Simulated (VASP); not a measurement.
Input of a VASP 6.6.1 run:

The input INCAR:

```
  ALGO = Normal
  EDIFF = 1E-6
  ENCUT = 520
  GGA = PS
  ISIF = 2
  ISMEAR = 0
  ISPIN = 2
  LASPH = True
  LCHARG = False
  LMAXMIX = 4
  LORBIT = 11
  LREAL = False
  LWAVE = False
  MAGMOM = 0 0 0.188
  NBANDS = 21
  NELM = 150
  NUPDOWN = 0.1875
  PREC = Accurate
  SIGMA = 0.15
```

KPOINTS

```
k-points
0
Gamma
  20 20 20
```

File POSCAR:

```
Al2Ru
1.0
   -1.4686176574      1.4686176574      3.9627457876
    1.4686176574     -1.4686176574      3.9627457876
    1.4686176574      1.4686176574     -3.9627457876
Al Ru
2 1
Direct
    0.6590805105      0.6590805105      0.0000000000
    0.3409194895      0.3409194895      0.0000000000
    0.0000000000      0.0000000000      0.0000000000
```

Potentials or basis: VASP PAW PBE potentials, release 64 (Al, Ru_pv).

Launch:

```sh
$ cat potpaw_PBE.64/Al/POTCAR potpaw_PBE.64/Ru_pv/POTCAR > POTCAR
$ mpirun -np 1 vasp_std > vasp.out
```

**Question.** Predict the largest force.

**Answer.** 0.714 eV/Å.

**Question.** What does it give for the pressure?

**Answer.** 49.7 GPa.

Stress tensor (GPa, compression positive):
```
49.47  0.00  0.00
 0.00 49.47  0.00
 0.00  0.00 50.29
```

Caveat: the cell stands under pressure; the PAW data sets were made with another functional, which shifts forces and pressure a little; the total moment is fixed, so each spin has its own Fermi level and the state may be an excited one.
